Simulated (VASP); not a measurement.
Here is a VASP 6.6.1 calculation.

File INCAR:

```
SYSTEM = WS2
PREC     = Accurate       ! precision mode
ENCUT    = 520            ! plane-wave cutoff, eV
EDIFF    = 1E-6           ! SCF threshold, eV
ISMEAR   = 0              ! smearing method
SIGMA    = 0.05           ! smearing width, eV
LREAL    = .False.        ! projectors in reciprocal space
LASPH    = .True.         ! aspherical terms in the spheres
NELM     = 60             ! most SCF steps
ALGO     = Normal         ! electronic algorithm
ISIF     = 2              ! what is computed and relaxed
LWAVE    = .False.        ! write WAVECAR
LCHARG   = .True.         ! write CHGCAR
GGA      = PE             ! functional
LELF     = .True.         ! ELF
LVHAR    = .True.       
NBANDS   = 35             ! bands
```

Contents of KPOINTS:

```
Automatic mesh
0
Gamma
  9 9 2
  0 0 0
```

Contents of POSCAR:

```
WS2
1.0
    3.1150838257      0.0000000000      0.0000000000
   -1.5575419129      2.6977417280      0.0000000000
    0.0000000000      0.0000000000     12.2448263589
W S
2 4
Direct
    0.3333333333      0.6666666667      0.2500000000
    0.6666666667      0.3333333333      0.7500000000
    0.3333333333      0.6666666667      0.6250000000
    0.6666666667      0.3333333333      0.1250000000
    0.3333333333      0.6666666667      0.8750000000
    0.6666666667      0.3333333333      0.3750000000
```

Potentials or basis: VASP PAW PBE potentials, release 64 (W_sv, S).

Run with:

```sh
$ cat potpaw_PBE.64/W_sv/POTCAR potpaw_PBE.64/S/POTCAR > POTCAR
$ mpirun -np 1 vasp_std > vasp.out
```

Question: What does it give for the pressure?

Answer: 13.8 GPa.

Question: Predict the band gap on the k mesh.

Answer: 1.11 eV, indirect (least direct gap 1.88 eV).

Question: Estimate the largest force.

Answer: 1.322 eV/Å.

Stress tensor (GPa, compression positive):
```
12.82  0.00  0.00
 0.00 12.82  0.00
 0.00  0.00 15.76
```

Caveat: spin-orbit coupling is left out, which moves the levels of the heavy elements; this functional lacks dispersion, which binds the layers, so the pressure and a relaxed spacing across them are unreliable; forces of over 1 eV/Å act on the atoms, so gaps and moduli don't describe the material at rest. A k mesh can miss the band edges.
